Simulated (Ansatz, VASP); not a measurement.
Zn5Cd2Se8: VASP beside Ansatz

```
Zn Cd Se
1.0
    -5.74526    5.74526    0.00000
     0.00000    5.74526   -5.74526
    -5.74526    0.00000   -5.74526
Zn Cd Se
5 2 8
Direct
  0.00000 0.50000 0.00000
  0.99535 0.49535 0.50465
  0.50465 0.00465 0.99535
  0.99535 0.00465 0.50465
  0.50465 0.49535 0.99535
  0.98891 0.01109 0.98891
  0.51109 0.48891 0.51109
  0.63004 0.09691 0.63004
  0.12923 0.61322 0.12923
  0.63004 0.64301 0.63004
  0.12923 0.12832 0.12923
  0.11322 0.62923 0.62832
  0.59691 0.13004 0.14301
  0.62832 0.62923 0.11322
  0.14301 0.13004 0.59691
```

Change from the starting cell: Zn vacancy, atoms relaxed.

Alike in both runs: functional PBEsol; k mesh 4 × 4 × 4; occupations gaussian, width 0.05 eV; no spin polarisation.

Ansatz relaxed the structure, and its values are those at the end. VASP's run is a single point on that final structure, the one shown.

```csv
,VASP,Ansatz
version,VASP 6.6.1,Ansatz 0.2.0
potentials or method,"VASP PAW PBE potentials, release 64 (Zn, Cd, Se), cutoff 520 eV","scalar-relativistic, plane waves, PAW"
valence electrons in the cell,132,228
```

Ansatz gave:

| Property | Result |
| --- | --- |
| gap on the k mesh at the Fermi level (eV) | none |
| pressure (GPa) | -2.0 |
| rms of the force components (eV/Å) | 0.004 |

Question: Which values does VASP return?

Answer: gap on the k mesh at the Fermi level (eV): none; pressure (GPa): -1.7; rms of the force components (eV/Å): 0.012.

VASP's potentials were made for PBE, not for PBEsol. A gap of «none» marks a metal or a gap that the smearing closes. The functional is the same, so the differences come from potentials, cutoffs and numerics. VASP's potentials hold 132 valence electrons a cell and Ansatz's 228, so a difference there can come from the potentials and not from the codes. Ansatz's warnings: stress scf threshold loose.
